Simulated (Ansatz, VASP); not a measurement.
Given: the input of a run of VASP 6.6.1 on CdS.

The input POSCAR:

```
CdS
1.0
    0.0000000000      2.9165000000      2.9165000000
    2.9165000000      0.0000000000      2.9165000000
    2.9165000000      2.9165000000      0.0000000000
Cd S
1 1
Direct
    0.0000000000      0.0000000000      0.0000000000
    0.7500000000      0.7500000000      0.7500000000
```

The input INCAR.step1:

```
SYSTEM = CdS
PREC = Accurate
ENCUT = 520
EDIFF = 1E-5
ISMEAR = -1
SIGMA = 0.05
LREAL = .False.
LASPH = .True.
NELM = 100
ALGO = Normal
ISIF = 2
LWAVE = .True.
LCHARG = .False.
GGA = PE
NBANDS = 16
```

Contents of INCAR.step2:

```
SYSTEM = CdS
PREC = Accurate
ENCUT = 520
EDIFF = 1E-6
ISMEAR = -1
SIGMA = 0.05
LREAL = .False.
LASPH = .True.
NELM = 100
ALGO = Normal
ISIF = 2
LWAVE = .False.
LCHARG = .False.
GGA = PS
LHFCALC = .True.
AEXX = 0.25
HFSCREEN = 0.207
PRECFOCK = Normal
ISTART = 1
NBANDS = 16
```

File KPOINTS:

```
Automatic mesh
0
Gamma
  4 4 4
  0 0 0
```

Potentials or basis: VASP PAW PBE potentials, release 64 (Cd, S).

The run is started by

```console
$ cat potpaw_PBE.64/Cd/POTCAR potpaw_PBE.64/S/POTCAR > POTCAR
$ cp INCAR.step1 INCAR
$ mpirun -np 1 vasp_std > vasp.out
$ cp INCAR.step2 INCAR
$ mpirun -np 1 vasp_std > vasp.out
```

Q: Set up the same calculation for Ansatz 0.2.0. Potentials there: Ansatz PAW.

A: As run (the cutoff follows the program's own potentials):

File input.yaml:

```yaml
crystal:
  lattice:
    - [0.0, 2.9165, 2.9165]
    - [2.9165, 0.0, 2.9165]
    - [2.9165, 2.9165, 0.0]
  atoms:
    - { symbol: Cd, position: [0.0, 0.0, 0.0] }
    - { symbol: S, position: [0.75, 0.75, 0.75] }
hamiltonian:
  xc:
    exchange: hjs_pbesol
    correlation: pbesol
    exx: { coeff: 0.25, omega: 0.207 }
  pseudopotentials: { kind: paw }
kpoints:
  mp_grid: { grid: [4, 4, 4] }
scf:
  occupations: { method: fermi_dirac, width: 0.05 }
output:
  forces: true
  stress: true
  eigenvalues: true
```

Potentials or basis: Ansatz PAW.

Launch:

```bash
$ ansatz run input.yaml --threads 2 --pin off --max-ram 5632MiB --backend cpu --events-out ev --progress --plain --runs-dir out
```

Both were run:

|  | VASP | Ansatz | Ansatz less VASP |
| --- | --- | --- | --- |
| gap on the k mesh at the Fermi level (eV) | 2.03 | 2.02 | -0.007 |
| least direct gap on the mesh (eV) | 2.03 | 2.02 | -0.007 |
| pressure (GPa) | -0.1 | -0.4 | -0.33 |

VASP's potentials were made for PBE, not for PBEsol-based screened hybrid. With one functional, cell and mesh, what is left measures potentials, basis and numerics. VASP's potentials hold 18 valence electrons a cell and Ansatz's 26, so a difference there can come from the potentials and not from the codes.

The k mesh is coarse, so the values compare programs but aren't converged.
